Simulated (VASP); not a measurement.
# TiAl30 (a cell with a defect) in VASP: notebook, part 3 of 3

VASP 6.6.1.

### 4 Single point, PBE+D3(BJ)

The input, INCAR:

```
PREC = Accurate ; ENCUT = 520
EDIFF = 1E-6 ; ISMEAR = -1
SIGMA = 0.15 ; LREAL = Auto
LASPH = T ; NELM = 80
ALGO = Normal ; ISIF = 2
LWAVE = F ; LCHARG = F
GGA = PE ; IVDW = 12
NBANDS = 72
```

The input, KPOINTS:

```
Automatic mesh
0
Gamma
  3 3 3
```

The input, POSCAR:

```
TiAl30
1.0
    8.1000000000      0.0000000000      0.0000000000
    0.0000000000      8.1000000000      0.0000000000
    0.0000000000      0.0000000000      8.1000000000
Al Ti
30 1
Direct
    0.5022853509     -0.0017047580      0.0017538398
    0.7525873148      0.2500000000     -0.0025873148
    0.7482461602     -0.0017047580      0.2477146491
    0.0015156476     -0.0002615641      0.0004575414
    0.2501164509      0.2500000000      0.0017210706
    0.5022853509      0.5017047580      0.0017538398
    0.7470345598      0.7500000000      0.0029654402
    0.2547634350     -0.0042749769      0.2522918801
    0.5008130095      0.2500000000      0.2491869905
    0.7482461602      0.5017047580      0.2477146491
    0.4977081199     -0.0042749769      0.4952365650
    0.7482789294      0.2500000000      0.4998835491
    0.7495424586     -0.0002615641      0.7484843524
    0.0015156476      0.5002615641      0.0004575414
    0.2555310760      0.7500000000      0.0074792729
    0.0016695843      0.2500000000      0.2508817563
    0.2547634350      0.5042749769      0.2522918801
    0.0003731478      0.0002617928      0.5004357008
    0.2502758180      0.2500000000      0.4997241820
    0.4977081199      0.5042749769      0.4952365650
    0.7425207271      0.7500000000      0.4944689240
    0.2495642992      0.0002617928      0.7496268522
    0.4991182437      0.2500000000      0.7483304157
    0.7495424586      0.5002615641      0.7484843524
    0.0016583991      0.7500000000      0.2526556804
    0.0003731478      0.4997382072      0.5004357008
    0.0006931791      0.2500000000      0.7493068209
    0.2495642992      0.4997382072      0.7496268522
    0.4973443196      0.7500000000      0.7483416009
   -0.0016001815      0.7500000000      0.7516001815
    0.2459613319      0.7500000000      0.5040386681
```

Potentials or basis: VASP PAW PBE potentials, release 64 (Al, Ti_sv).

The run is started by

```sh
> cat potpaw_PBE.64/Al/POTCAR potpaw_PBE.64/Ti_sv/POTCAR > POTCAR
> mpirun -np 1 vasp_std > vasp.out
```

OUTCAR:

```text
PREC = Accurate
   ENCUT = 520
   EDIFF = 1E-6
   ISMEAR = -1
   LREAL = Auto
   LASPH = T
   NELM = 80
   ISIF = 2
   GGA = PE
   IVDW = 12
 IVDW          = 12

 ion  position               nearest neighbor table
   1  0.502  0.998  0.002-   3 2.82   7 2.82  15 2.84   8 2.85   9 2.86  13 2.87  29 2.87   2 2.88
                             5 2.89  22 2.89  23 2.89
   2  0.753  0.250  0.997-  27 2.84  13 2.86  14 2.86  24 2.86   4 2.86   3 2.88   1 2.88   6 2.88
                            10 2.88  16 2.88  23 2.88   9 2.88
   3  0.748  0.998  0.248-   1 2.82   7 2.82  21 2.84  11 2.85   9 2.86   4 2.87  25 2.87   2 2.88
                            12 2.89  18 2.89  16 2.89
[... 828 lines left out ...]
  Total     -15.01154   -14.75883   -15.01154     0.00000     0.00000    -0.71296
  in kB     -45.25648   -44.49462   -45.25648     0.00000     0.00000    -2.14941
  external pressure =      -45.00 kB  Pullay stress =        0.00 kB

 VOLUME and BASIS-vectors are now :
 -----------------------------------------------------------------------------
  energy-cutoff  :      520.00
  volume of cell :      531.44
      direct lattice vectors                 reciprocal lattice vectors
     8.100000000  0.000000000  0.000000000     0.123456790  0.000000000  0.000000000
     0.000000000  8.100000000  0.000000000     0.000000000  0.123456790  0.000000000
     0.000000000  0.000000000  8.100000000     0.000000000  0.000000000  0.123456790

 POSITION                                       TOTAL-FORCE (eV/Angst)
 -----------------------------------------------------------------------------------
      4.06851      8.08619      0.01421         0.003719      0.001297     -0.002088
      6.09596      2.02500      8.07904         0.005415      0.000000     -0.005415
      6.06079      8.08619      2.00649         0.002088      0.001297     -0.003719
      0.01228      8.09788      0.00371         0.008586     -0.001693      0.003556
      2.02594      2.02500      0.01394         0.002078      0.000000      0.009709
      4.06851      4.06381      0.01421         0.003719     -0.001297     -0.002088
[... 23 lines left out ...]
      8.08704      6.07500      6.08796        -0.003537      0.000000      0.003537
      1.99229      6.07500      4.08271        -0.008761      0.000000      0.008761
 -----------------------------------------------------------------------------------
    total drift:                                0.012913      0.000000     -0.012913

  FREE ENERGIE OF THE ION-ELECTRON SYSTEM (eV)
  ---------------------------------------------------
  free  energy   TOTEN  =      -131.3024284656 eV

  energy  without entropy=     -130.2954056591  energy(sigma->0) =     -130.79891706
```

OSZICAR:

```text
N       E                     dE             d eps       ncg     rms          rms(c)
DAV:   1     0.257055593622E+03    0.25706E+03   -0.37356E+04  1216   0.117E+03
DAV:   2    -0.914277159683E+02   -0.34848E+03   -0.32886E+03  1304   0.187E+02
DAV:   3    -0.121853628008E+03   -0.30426E+02   -0.29154E+02  1568   0.491E+01
DAV:   4    -0.124129123794E+03   -0.22755E+01   -0.22513E+01  1672   0.116E+01
DAV:   5    -0.124194939609E+03   -0.65816E-01   -0.65744E-01  1512   0.180E+00    0.124E+01
DAV:   6    -0.128440554489E+03   -0.42456E+01   -0.48377E+01  1832   0.208E+01    0.326E+01
DAV:   7    -0.121459453491E+03    0.69811E+01   -0.80102E+01  1616   0.364E+01    0.624E+00
DAV:   8    -0.121380102361E+03    0.79351E-01   -0.63019E+00  1384   0.587E+00    0.416E+00
DAV:   9    -0.121078542187E+03    0.30156E+00   -0.10068E+00  1504   0.328E+00    0.981E-01
DAV:  10    -0.121039488811E+03    0.39053E-01   -0.14926E-01  1456   0.124E+00    0.556E-01
DAV:  11    -0.121038079863E+03    0.14089E-02   -0.26690E-02  1408   0.552E-01    0.381E-01
DAV:  12    -0.121037727852E+03    0.35201E-03   -0.59425E-03  1368   0.255E-01    0.230E-01
DAV:  13    -0.121037626357E+03    0.10149E-03   -0.60023E-04  1544   0.906E-02    0.896E-02
DAV:  14    -0.121037605259E+03    0.21097E-04   -0.32494E-04  1400   0.602E-02    0.132E-02
DAV:  15    -0.121037606397E+03   -0.11372E-05   -0.19913E-05  1360   0.165E-02    0.930E-03
DAV:  16    -0.121037606242E+03    0.15438E-06   -0.19845E-06  1072   0.537E-03
   1 F= -.13130243E+03 E0= -.13079892E+03  d E =-.100702E+01
```

Run time: 6.2 min. Hardware: 1 thread of Intel Xeon Platinum 8259CL at 2.50GHz (Skylake/Cascade Lake), shared host; peak memory 0.57 GiB.

What came out:

```yaml
Free_energy: -131.3024 eV
Pressure: -4.5 GPa
Largest_force: 0.012 eV/Å
Band_gap_on_the_k_mesh: zero (band 51 reaches 7.59 eV, above the bottom of band 52 at 7.52 eV)
Dispersion_energy_per_atom: -0.331 eV
```

Forces on the atoms (eV/Å):
```
Al   0.004  0.001 -0.002
Al   0.005  0.000 -0.005
Al   0.002  0.001 -0.004
Al   0.009 -0.002  0.004
Al   0.002  0.000  0.010
Al   0.004 -0.001 -0.002
Al  -0.001  0.000  0.001
Al  -0.003  0.002 -0.004
Al   0.004  0.000 -0.004
Al   0.002 -0.001 -0.004
Al   0.004  0.002  0.003
Al  -0.010  0.000 -0.002
Al  -0.004 -0.002 -0.009
Al   0.009  0.002  0.004
Al   0.003  0.000  0.004
Al   0.008  0.000  0.004
Al  -0.003 -0.002 -0.004
Al   0.002 -0.001  0.007
Al   0.001  0.000 -0.001
Al   0.004 -0.002  0.003
Al  -0.004  0.000 -0.003
Al  -0.007 -0.001 -0.002
Al  -0.004  0.000 -0.008
Al  -0.004  0.002 -0.009
Al  -0.001  0.000  0.008
Al   0.002  0.001  0.007
Al   0.002  0.000 -0.002
Al  -0.007  0.001 -0.002
Al  -0.008  0.000  0.001
Al  -0.004  0.000  0.004
Ti  -0.009  0.000  0.009
```

Stress tensor (GPa, compression positive):
```
-4.53  0.00 -0.21
 0.00 -4.45  0.00
-0.21  0.00 -4.53
```

### 5 Single point, PBE+D3(BJ)

The input, INCAR:

```
PREC = Accurate
ENCUT = 520
EDIFF = 1E-6
ISMEAR = -1
SIGMA = 0.15
LREAL = Auto
LASPH = True
NELM = 80
ALGO = Normal
ISIF = 2
LWAVE = False
LCHARG = False
GGA = PE
IVDW = 12
NBANDS = 72
```

The input, KPOINTS:

```
regular mesh
0
Gamma
  3 3 3
```

The input, POSCAR:

```
TiAl30
1.0
    8.1000000000      0.0000000000      0.0000000000
    0.0000000000      8.1000000000      0.0000000000
    0.0000000000      0.0000000000      8.1000000000
Al Ti
30 1
Direct
    0.5022853086     -0.0017048148      0.0017538272
    0.7525872840      0.2500000000     -0.0025872840
    0.7482461728     -0.0017048148      0.2477146914
    0.0015156790     -0.0002616049      0.0004575309
    0.2501164198      0.2500000000      0.0017211111
    0.5022853086      0.5017048148      0.0017538272
    0.7470345679      0.7500000000      0.0029654321
    0.2547634568     -0.0042749383      0.2522918519
    0.5008129630      0.2500000000      0.2491870370
    0.7482461728      0.5017048148      0.2477146914
    0.4977081481     -0.0042749383      0.4952365432
    0.7482788889      0.2500000000      0.4998835802
    0.7495424691     -0.0002616049      0.7484843210
    0.0015156790      0.5002616049      0.0004575309
    0.2555311111      0.7500000000      0.0074792593
    0.0016696296      0.2500000000      0.2508817284
    0.2547634568      0.5042749383      0.2522918519
    0.0003732099      0.0002617284      0.5004356790
    0.2502758025      0.2500000000      0.4997241975
    0.4977081481      0.5042749383      0.4952365432
    0.7425207407      0.7500000000      0.4944688889
    0.2495643210      0.0002617284      0.7496267901
    0.4991182716      0.2500000000      0.7483303704
    0.7495424691      0.5002616049      0.7484843210
    0.0016583951      0.7500000000      0.2526556790
    0.0003732099      0.4997382716      0.5004356790
    0.0006932099      0.2500000000      0.7493067901
    0.2495643210      0.4997382716      0.7496267901
    0.4973443210      0.7500000000      0.7483416049
   -0.0016001235      0.7500000000      0.7516001235
    0.2459613580      0.7500000000      0.5040386420
```

The run is started by

```sh
> cat potpaw_PBE.64/Al/POTCAR potpaw_PBE.64/Ti_sv/POTCAR > POTCAR
> mpirun -np 1 vasp_std > vasp.out
```

It took 6.4 min on 1 thread of Intel Xeon Platinum 8259CL at 2.50GHz (Skylake/Cascade Lake), shared host; peak memory 0.57 GiB.

The run converged. Its results:

```yaml
Free_energy: -131.3024 eV
Pressure: -4.5 GPa
Largest_force: 0.012 eV/Å
Band_gap_on_the_k_mesh: zero (band 51 reaches 7.59 eV, above the bottom of band 52 at 7.52 eV)
Dispersion_energy_per_atom: -0.331 eV
```

Forces in eV/Å, atoms in the order of the input:
```
Al   0.004  0.001 -0.002
Al   0.005  0.000 -0.005
Al   0.002  0.001 -0.004
Al   0.009 -0.002  0.004
Al   0.002  0.000  0.010
Al   0.004 -0.001 -0.002
Al  -0.001  0.000  0.001
Al  -0.003  0.002 -0.004
Al   0.004  0.000 -0.004
Al   0.002 -0.001 -0.004
Al   0.004  0.002  0.003
Al  -0.010  0.000 -0.002
Al  -0.004 -0.002 -0.009
Al   0.009  0.002  0.004
Al   0.003  0.000  0.004
Al   0.008  0.000  0.004
Al  -0.003 -0.002 -0.004
Al   0.002 -0.001  0.007
Al   0.001  0.000 -0.001
Al   0.004 -0.002  0.003
Al  -0.004  0.000 -0.003
Al  -0.007 -0.001 -0.002
Al  -0.004  0.000 -0.008
Al  -0.004  0.002 -0.009
Al  -0.001  0.000  0.008
Al   0.002  0.001  0.007
Al   0.002  0.000 -0.002
Al  -0.007  0.001 -0.002
Al  -0.008  0.000  0.001
Al  -0.004  0.000  0.004
Ti  -0.009  0.000  0.009
```

Stress tensor (GPa, compression positive):
```
-4.53  0.00 -0.21
 0.00 -4.45  0.00
-0.21  0.00 -4.53
```

Levels at points of the mesh, in eV from the Fermi level:
```
           k point  band 47  band 48  band 49  band 50  band 51  band 52  band 53  band 54  band 55  band 56
(0.00, 0.00, 0.00)    -0.37    -0.33    -0.29    -0.08     0.06     0.47     0.47     0.54     0.58     0.59
```
